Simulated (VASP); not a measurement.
Wanted: the native input for a VASP 6.6.1 run.

```
Task                   : single point
Functional             : PBEsol
Potentials or basis    : VASP PAW PBE potentials, release 64 (Ga_d, Sb)
Cutoff                 : 520 eV
k mesh                 : 14 × 14 × 14
Occupations            : gaussian, width 0.15 eV
Spin                   : no spin polarisation
Dipole correction      : no
Further INCAR settings : ALGO = Normal; EDIFF = 1e-07; NBANDS = 16
```

The structure of GaSb lies in POSCAR:

```
GaSb
1.0
    0.0000000000      2.9366400000      3.0590000000
    3.0590000000      0.0000000000      3.0590000000
    3.0590000000      2.9366400000      0.0000000000
Ga Sb
1 1
Direct
    0.0000000000      0.0000000000      0.0000000000
    0.7500000000      0.7500000000      0.7500000000
```

This cell differs from its parent crystal: strain -0.0400 x Voigt [0, 1, 0, 0, 0, 0].

One way to write it, as run:

INCAR

```
SYSTEM = GaSb
  ALGO = Normal
  EDIFF = 1E-7
  ENCUT = 520
  GGA = PS
  ISIF = 2
  ISMEAR = 0
  LASPH = .TRUE.
  LCHARG = .FALSE.
  LREAL = .FALSE.
  LWAVE = .FALSE.
  NBANDS = 16
  NELM = 60
  PREC = Accurate
  SIGMA = 0.15
```

KPOINTS

```
k-points
0
G
  14 14 14
  0 0 0
```

Potentials or basis: VASP PAW PBE potentials, release 64 (Ga_d, Sb).

Command:

```console
$ cat potpaw_PBE.64/Ga_d/POTCAR potpaw_PBE.64/Sb/POTCAR > POTCAR
$ mpirun -np 1 vasp_std > vasp.out
```

It gave:

```yaml
Pressure: 2.2 GPa
Band_gap_on_the_k_mesh: 0.12 eV
```

Caveat: the cell differs from its parent crystal (strain -0.0400 x Voigt [0, 1, 0, 0, 0, 0]); the PAW data sets were made with another functional, which shifts forces and pressure a little; spin-orbit coupling is left out, which moves the levels of the heavy elements.

It took 65 s on 1 thread of Intel(R) Xeon(R) 6975P-C (Granite Rapids), on a shared host, peak memory 0.35 GiB.
